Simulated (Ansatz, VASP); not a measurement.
**BaTe: VASP beside Ansatz**

```
CELL_PARAMETERS angstrom
4.26247 0.00000 0.00000
0.00000 4.17722 0.00000
0.00000 0.00000 4.26247
ATOMIC_POSITIONS crystal
Ba 0.00000 0.00000 0.00000
Te 0.50000 0.50000 0.50000
```

Change from the starting cell: strain -0.0200 x Voigt [0, 1, 0, 0, 0, 0], atoms carried along.

Alike in both runs: task single point; functional PBEsol; k mesh 6 × 6 × 6; occupations gaussian, width 0.05 eV; no spin polarisation.

```csv
,VASP,Ansatz
version,VASP 6.6.1,Ansatz 0.2.0
potentials or method,"VASP PAW PBE potentials, release 64 (Ba_sv, Te), cutoff 520 eV","scalar-relativistic, plane waves, PAW"
valence electrons in the cell,16,26
```

Ansatz gave:

| Quantity | Value |
| --- | --- |
| gap on the k mesh at the Fermi level (eV) | 0.64 |
| least direct gap on the mesh (eV) | 0.81 |
| pressure (GPa) | -1.7 |
| traceless stress, the component that is largest in VASP (GPa) | 0.98 |

Task: Estimate VASP's values.

Result: gap on the k mesh at the Fermi level (eV): 0.54; least direct gap on the mesh (eV): 0.70; pressure (GPa): -1.1; traceless stress, the component that is largest in VASP (GPa): 0.98.

VASP's potentials were made for PBE, not for PBEsol. The functional is the same, so the differences come from potentials, cutoffs and numerics. VASP's potentials hold 16 valence electrons a cell and Ansatz's 26, so a difference there can come from the potentials and not from the codes.

Spin-orbit coupling is off throughout.
